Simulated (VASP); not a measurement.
Set up this calculation in VASP 6.6.1, as the native input.

```
Task                   : single point
Functional             : PBE
Potentials or basis    : VASP PAW PBE potentials, release 64 (Si, C)
Cutoff                 : 520 eV
k mesh                 : 8 × 6 × 1
Occupations            : fermi-dirac, width 0.02 eV
Spin                   : no spin polarisation
Dipole correction      : yes
Further INCAR settings : ALGO = Normal; EDIFF = 1e-06; NBANDS = 21
```

The structure of SiC (SiC (110), 3 layers) lies in POSCAR:

```
SiC
1.0
    3.0969261021      0.0000000000      0.0000000000
    0.0000000000      4.3797148953      0.0000000000
    0.0000000000      0.0000000000     19.0969000000
Si C
3 3
Direct
    0.2500000000      0.1250000000      0.4189154758
    0.7500000000      0.6250000000      0.5000000000
    0.2500000000      0.1250000000      0.5810845242
    0.7500000000      0.8750000000      0.4189154758
    0.2500000000      0.3750000000      0.5000000000
    0.7500000000      0.8750000000      0.5810845242
```

These files were run (other wordings do the same):

INCAR

```
SYSTEM = SiC
PREC = Accurate ; ENCUT = 520
EDIFF = 1E-6 ; ISMEAR = -1
SIGMA = 0.02 ; LREAL = .FALSE.
LASPH = .TRUE. ; NELM = 100
ALGO = Normal ; ISIF = 2
LWAVE = .FALSE. ; LCHARG = .FALSE.
LDIPOL = .TRUE. ; IDIPOL = 3
DIPOL = 0.5 0.5 0.500 ; GGA = PE
NBANDS = 21
```

KPOINTS

```
regular mesh
0
G
  8 6 1
  0 0 0
```

Potentials or basis: VASP PAW PBE potentials, release 64 (Si, C).

The run is started by

```bash
$ cat potpaw_PBE.64/Si/POTCAR potpaw_PBE.64/C/POTCAR > POTCAR
$ mpirun -np 1 vasp_std > vasp.out
```

Results of the run:

* Largest force: 2.915 eV/Å
* Band gap on the k mesh: zero (band 12 reaches -1.74 eV, above the bottom of band 13 at -1.83 eV)

Wall time 2.7 min on 1 thread of AMD EPYC 7R13 Processor (Zen 3) (shared host), peak memory 0.34 GiB.
